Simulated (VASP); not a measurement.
# Cr (C2/m) in VASP: relaxation of cell and atoms with PBE

Aim: the relaxation of cell and atoms of Cr with PBE.

Program: VASP 6.6.1. These are calculated values, not measurements. Logs are shortened: lines on timing, memory, paths and dates and some standing lists are left out, and cuts for length are marked.

**1. The cell of the first run**

It takes space group C2/m (No. 12, monoclinic). Conventional cell: a = 5.169 Å, b = 3.281 Å, c = 4.049 Å, α = 90.00°, β = 117.67°, γ = 90.00°. Within 1.5 Å of Cr (site symmetry m) lie 1 Cr at 1.10 Å.

**2. Relaxation of cell and atoms, PBE**

INCAR

```
PREC = Accurate
ENCUT = 600
EDIFF = 1E-7
ISMEAR = 0
SIGMA = 0.1
LREAL = False
LASPH = True
NELM = 80
ALGO = Normal
ISIF = 3
LWAVE = False
LCHARG = False
GGA = PE
IBRION = 2
NSW = 90
EDIFFG = -0.04
```

KPOINTS

```
regular mesh
0
Gamma
  6 6 6
```

POSCAR

```
Cr
1.0
    2.5846343699     -1.6403315296      0.0000000000
    2.5846343699      1.6403315296      0.0000000000
   -1.8799854490      0.0000000000      3.5858537005
Cr
2
Direct
    0.0640000000      0.0640000000      0.1530000000
    0.9360000000      0.9360000000      0.8470000000
```

Potentials or basis: VASP PAW PBE potentials, release 64 (Cr_pv).

Command:

```bash
$ cat potpaw_PBE.64/Cr_pv/POTCAR > POTCAR
$ mpirun -np 1 vasp_std > vasp.out
```

OUTCAR:

```text
PREC = Accurate
   ENCUT = 600
   EDIFF = 1E-7
   ISMEAR = 0
   LREAL = False
   LASPH = True
   NELM = 80
   ISIF = 3
   GGA = PE
   IBRION = 2
   NSW = 90
   EDIFFG = -0.04

 ion  position               nearest neighbor table
   1  0.064  0.064  0.153-   2 1.10   2 3.04   2 3.04   2 3.17
   2  0.936  0.936  0.847-   1 1.10   1 3.04   1 3.04   1 3.17

 -----------------------------------------------------------------------------
|                                                                             |
|           W    W    AA    RRRRR   N    N  II  N    N   GGGG   !!!           |
|           W    W   A  A   R    R  NN   N  II  NN   N  G    G  !!!           |
|           W    W  A    A  R    R  N N  N  II  N N  N  G       !!!           |
|           W WW W  AAAAAA  RRRRR   N  N N  II  N  N N  G  GGG   !            |
|           WW  WW  A    A  R   R   N   NN  II  N   NN  G    G                |
|           W    W  A    A  R    R  N    N  II  N    N   GGGG   !!!           |
|                                                                             |
|     The distance between some ions is very small. Please check the          |
|     nearest-neighbor list in the OUTCAR file.                               |
|     I HOPE YOU KNOW WHAT YOU ARE DOING!                                     |
|                                                                             |
 -----------------------------------------------------------------------------

  LATTYP: Found a base centered monoclinic cell.
 ALAT       =     5.1692687398
 B/A-ratio  =     0.6346474181
 C/A-ratio  =     0.7832421112
 COS(beta)  =    -0.4643327837

  Lattice vectors:

 A1 = (   2.5846343699,  -1.6403315296,   0.0000000000)
 A2 = (   2.5846343699,   1.6403315296,   0.0000000000)
 A3 = (  -1.8799854490,   0.0000000000,   3.5858537005)

Analysis of symmetry for initial positions (statically):
=====================================================================
 Subroutine PRICEL returns:
 Original cell was already a primitive cell.

 Routine SETGRP: Setting up the symmetry group for a
 base centered monoclinic supercell.

 Subroutine GETGRP returns: Found  4 space group operations
 (whereof  4 operations were pure point group operations)
 out of a pool of  4 trial point group operations.

The static configuration has the point symmetry C_2h.

Analysis of symmetry for dynamics (positions and initial velocities):
=====================================================================
 Subroutine PRICEL returns:
 Original cell was already a primitive cell.

 Routine SETGRP: Setting up the symmetry group for a
 base centered monoclinic supercell.

 Subroutine GETGRP returns: Found  4 space group operations
 (whereof  4 operations were pure point group operations)
 out of a pool of  4 trial point group operations.

The dynamic configuration has the point symmetry C_2h.

 Subroutine INISYM returns: Found  4 space group operations
 (whereof  4 operations are pure point group operations),
 and found     1 'primitive' translations

----------------------------------------------------------------------------------------

                                     Primitive cell

  volume of cell :      30.4056

  direct lattice vectors                    reciprocal lattice vectors
     2.584634370 -1.640331530  0.000000000     0.193450960 -0.304816429  0.101422149
     2.584634370  1.640331530  0.000000000     0.193450960  0.304816429  0.101422149
    -1.879985449  0.000000000  3.585853700     0.000000000  0.000000000  0.278873619

  length of vectors
     3.061212563  3.061212563  4.048788961     0.374997043  0.374997043  0.278873619

  position of ions in fractional coordinates (direct lattice)
     0.064000000  0.064000000  0.153000000
     0.936000000  0.936000000  0.847000000

  ion indices of the primitive-cell ions
   primitive index   ion index
                 1           1
                 2           2

----------------------------------------------------------------------------------------

 KPOINTS: regular mesh

Automatic generation of k-mesh.
 Grid dimensions read from file:
 generate k-points for:    6    6    6

 Generating k-lattice:

  Cartesian coordinates                     Fractional coordinates (reciprocal lattice)
     0.032241827 -0.050802738  0.016903692     0.166666667  0.000000000  0.000000000
     0.032241827  0.050802738  0.016903692     0.000000000  0.166666667  0.000000000
     0.000000000  0.000000000  0.046478937     0.000000000  0.000000000  0.166666667

  Length of vectors
     0.062499507  0.062499507  0.046478937

  Shift w.r.t. Gamma in fractional coordinates (k-lattice)
     0.000000000  0.000000000  0.000000000

 Subroutine IBZKPT returns following result:
 ===========================================

 Found     68 irreducible k-points:

 Following reciprocal coordinates:
            Coordinates               Weight
  0.000000  0.000000  0.000000      1.000000
  0.166667  0.000000  0.000000      4.000000
  0.333333  0.000000  0.000000      4.000000
  0.500000  0.000000  0.000000      2.000000
  0.166667  0.166667  0.000000      2.000000
  0.333333  0.166667  0.000000      4.000000
[... 16 lines left out ...]
 -0.333333  0.166667  0.166667      4.000000
 -0.166667  0.166667  0.166667      4.000000
 [... further k-points ...]
   k-points           NKPTS =     68   k-points in BZ     NKDIM =     68   number of bands    NBANDS=     16
   number of dos      NEDOS =    301   number of ions     NIONS =      2
   total plane-waves  NPLWV =  18432
   dimension x,y,z NGX =    24 NGY =   24 NGZ =   32
   dimension x,y,z NGXF=    48 NGYF=   48 NGZF=   64
   ions per type =               2
   NGX,Y,Z   is equivalent  to a cutoff of  13.03, 13.03, 13.14 a.u.
   NGXF,Y,Z  is equivalent  to a cutoff of  26.07, 26.07, 26.28 a.u.
 SYSTEM =  unknown system
   PREC   = accura    normal or accurate (medium, high low for compatibility)
   ISTART =      0    job   : 0-new  1-cont  2-samecut
   ICHARG =      2    charge: 1-file 2-atom 10-const
   ISPIN  =      1    spin polarized calculation?
   LNONCOLLINEAR =      F non collinear calculations
   LSORBIT =      F    spin-orbit coupling
   LASPH  =      T    aspherical Exc in radial PAW
   ENCUT  =  600.0 eV  44.10 Ry    6.64 a.u.   6.11  6.11  8.09*2*pi/ulx,y,z
   NELM   =     80;   NELMIN=  2; NELMDL= -5     # of ELM steps
   EDIFF  = 0.1E-06   stopping-criterion for ELM
   LREAL  =      F    real-space projection
   EDIFFG = -.4E-01   stopping-criterion for IOM
   NSW    =     90    number of steps for IOM
   IBRION =      2    ionic relax: 0-MD 1-quasi-New 2-CG
   NFREE  =      1    steps in history (QN), initial steepest desc. (CG)
   ISIF   =      3    stress and relaxation
   ISYM   =      2    0-nonsym 1-usesym 2-fastsym
   POTIM  = 0.5000    time-step for ionic-motion
   TEBEG  =    0.0;   TEEND  =   0.0 temperature during run
   PSTRESS=    0.0 pullay stress
   NELECT =      24.0000    total number of electrons
   NUPDOWN=      -1.0000    fix difference up-down
   EMIN   =  10.00;   EMAX   =-10.00  energy-range for DOS
   EFERMI =   0.00;   METHOD = LEGACY
   ISMEAR =     0;   SIGMA  =   0.10  broadening in eV -4-tet -1-fermi 0-gaus
   EFERMI_NEDOS =   21; number of points for ismear=-14 and -15
   IALGO  =     38    algorithm
   IMIX   =      4    mixing-type and parameters
     AMIX     =   0.40;   BMIX     =  1.00
     AMIX_MAG =   1.60;   BMIX_MAG =  1.00
  volume/ion in A,a.u.               =      15.20       102.59
  Fermi-wavevector in a.u.,A,eV,Ry     =   1.512960  2.859080 31.144392  2.289048
  Thomas-Fermi vector in A             =   2.622815
   LORBIT       =      0    0 simple, 1 ext, 2 COOP (PROOUT), +10 PAW based schemes
   GGA     = PE    functional components
   LHFCALC =     F    Hartree Fock is set to
   AEXX    =    0.0000 exact exchange contribution
   IVDW    =     0    specifies the selected vdW correction
   LEPSILON=     F    determine dielectric tensor
   LRPA    =     F    only Hartree local field effects (RPA)
 conjugate gradient relaxation of ions
 non-spin polarized calculation
 Gauss-broadening in eV      SIGMA  =   0.10
  energy-cutoff  :      600.00
  volume of cell :       30.41
 maximum number of plane-waves:      1044
   NGX = 13   NGY = 13   NGZ = 17

--------------------------------------- Ionic step        1  -------------------------------------------

 number of electron      24.0000002 magnetization

 Free energy of the ion-electron system (eV)
  ---------------------------------------------------
  ext. energy  EPLUGINS =         0.00000000
  ---------------------------------------------------
  free energy    TOTEN  =        11.65775655 eV

  energy without entropy =       11.67076450  energy(sigma->0) =       11.66426052

------------------------ aborting loop because EDIFF is reached ----------------------------------------

  FORCE on cell =-STRESS in cart. coord.  units (eV):
  Direction    XX          YY          ZZ          XY          YZ          ZX
  --------------------------------------------------------------------------------------
  -------------------------------------------------------------------------------------
  Total        1.6709752      0.2722396    208.8694362      0.0000000      0.0000000     16.4570952
  in kB       88.0495772     14.3452627  11006.0673617      0.0000000      0.0000000    867.1823991
  external PRESSURE =    3702.8207339 kB  Pullay stress =       0.0000000 kB
[... 1472 lines left out ...]
      2     -33.1345      2.00000
      3     -33.0319      2.00000
      4     -32.9533      2.00000
      5     -32.9182      2.00000
      6     -32.4352      2.00000
[... 8 lines left out ...]
     15      11.4083      0.00000
     16      11.5457      0.00000

 [... further k-points ...]

[... ionic steps 4 to 55 ...]

--------------------------------------- Ionic step       56  -------------------------------------------

 number of electron      23.9999992 magnetization

------------------------ aborting loop because EDIFF is reached ----------------------------------------

  FORCE on cell =-STRESS in cart. coord.  units (eV):
  Direction    XX          YY          ZZ          XY          YZ          ZX
  --------------------------------------------------------------------------------------
  -------------------------------------------------------------------------------------
  Total        0.1359875      0.0721529      0.1348632      0.0000000      0.0000000     -0.0029540
  in kB        9.2704482      4.9187584      9.1938003      0.0000000      0.0000000     -0.2013793
  external PRESSURE =       7.7943356 kB  Pullay stress =       0.0000000 kB
[... 57 lines left out ...]
  energy  without entropy=      -18.4985665734  energy(sigma->0) =      -18.50728185

--------------------------------------- Ionic step       58  -------------------------------------------

 number of electron      23.9999989 magnetization

 Free energy of the ion-electron system (eV)
  ---------------------------------------------------
  ext. energy  EPLUGINS =         0.00000000
  ---------------------------------------------------
  free energy    TOTEN  =       -18.51656416 eV

  energy without entropy =      -18.49956687  energy(sigma->0) =      -18.50806552

 E-fermi :  10.8142     XC(G=0): -13.5316

 val. band max:       10.7710937646   @ k =   0.0000   0.0000   0.1667
 cond. band min:      10.8225320902   @ k =   0.1667   0.0000   0.0000
 fundamental gap:      0.0514383256
 Fermi energy:        10.8142199265

 k-point     1 :       0.0000    0.0000    0.0000
  band No.  band energies     occupation
      1     -32.9005      2.00000
      2     -32.2598      2.00000
      3     -32.0745      2.00000
      4     -31.8759      2.00000
      5     -31.8461      2.00000
      6     -31.8353      2.00000
[... 476 lines left out ...]
  FREE ENERGIE OF THE ION-ELECTRON SYSTEM (eV)
  ---------------------------------------------------
  free  energy   TOTEN  =       -18.5165641581 eV

  energy  without entropy=      -18.4995668742  energy(sigma->0) =      -18.50806552

 reached required accuracy - stopping structural energy minimisation
```

Wall time 23 min (1 thread of Intel Xeon Platinum 8259CL at 2.50GHz (Skylake/Cascade Lake), shared host); peak memory 0.2 GiB.

What came out:

```yaml
Free_energy: -18.5166 eV
Relaxed_volume: 11.78 Å³/atom
Relaxed_cell: a = 2.726 Å, b = 2.726 Å, c = 4.734 Å, α = 117.37°, β = 117.37°, γ = 51.14°
Space_group_after_relaxing_to_0.05_Å: C2/m (No. 12)
Energy_gained_by_relaxing: 15087.2 meV/atom
Ionic_steps: 58
Pressure_after_relaxing: 0.0 GPa
Largest_force_after_relaxing: 0.022 eV/Å
Band_gap_on_the_k_mesh: zero (band 12 reaches 11.54 eV, above the bottom of band 13 at 10.51 eV)
```

Forces on the atoms (eV/Å):
```
Cr  -0.021  0.000 -0.008
Cr   0.021  0.000  0.008
```

Stress tensor (GPa, compression positive):
```
 0.18  0.00  0.18
 0.00 -0.43  0.00
 0.18  0.00  0.33
```

The path:
| step | energy change (eV) | largest force (eV/Å) | pressure (GPa) | volume (Å³) |
| --- | --- | --- | --- | --- |
| 1 | 0.0000 | 191.2065 | 370.28 | 30.41 |
| 3 | 78.1993 | 329.2848 | 16.47 | 86.40 |
| 5 | -22.6867 | 0.6889 | -41.24 | 55.65 |
| 7 | -26.7719 | 6.0205 | 7.64 | 39.42 |
| 9 | -27.6702 | 0.8762 | -21.15 | 42.15 |
| 11 | -27.7445 | 0.5368 | -16.15 | 41.41 |
| 13 | -28.4214 | 3.2568 | 5.23 | 32.60 |
| 15 | -28.7289 | 0.9185 | 3.36 | 29.66 |
| 17 | -28.8940 | 0.3027 | -11.62 | 30.71 |
| 19 | -29.0483 | 0.5474 | -6.80 | 28.89 |
| 21 | -29.0598 | 0.8622 | -3.97 | 28.24 |
| 23 | -29.2009 | 1.2445 | 5.00 | 25.59 |
| 25 | -29.2227 | 1.6700 | 12.83 | 24.29 |
| 27 | -29.2431 | 1.9237 | 20.37 | 23.20 |
| 29 | -29.3216 | 1.5498 | 26.44 | 22.27 |
| 31 | -29.5055 | 1.3083 | 14.31 | 23.06 |
| 33 | -29.6517 | 0.7828 | -18.82 | 26.81 |
| 35 | -29.7653 | 0.9612 | -10.40 | 25.38 |
| 37 | -29.7658 | 1.6263 | 0.82 | 24.48 |
| 39 | -29.9406 | 0.7486 | -2.62 | 24.32 |
| 41 | -29.9862 | 0.5938 | 2.96 | 23.56 |
| 43 | -30.0523 | 0.7858 | -0.41 | 23.71 |
| 45 | -30.0710 | 0.9459 | -2.53 | 24.12 |
| 47 | -30.1309 | 0.3761 | 0.07 | 23.62 |
| 49 | -30.1648 | 0.2476 | -0.02 | 23.59 |
| 51 | -30.1704 | 0.1673 | -0.08 | 23.59 |
| 53 | -30.1721 | 0.0822 | -0.12 | 23.59 |
| 55 | -30.1732 | 0.0771 | 0.30 | 23.55 |
| 57 | -30.1738 | 0.0565 | 0.58 | 23.52 |
| 58 | -30.1743 | 0.0220 | 0.03 | 23.57 |

Final structure:
```
Cr
1.0
     2.45327   -1.17658   -0.16958
     2.45327    1.17658   -0.16958
    -2.12607    0.00000    4.22920
Cr
2
Direct
  0.00095 0.00095 0.24993
  0.99905 0.99905 0.75007
```

Caveat: the k points lie up to 0.51 Å⁻¹ apart in the final cell; the volume moved by over 15 % at a fixed basis, so the end points are rough; the run has no spin polarisation, though such a crystal can be magnetic.
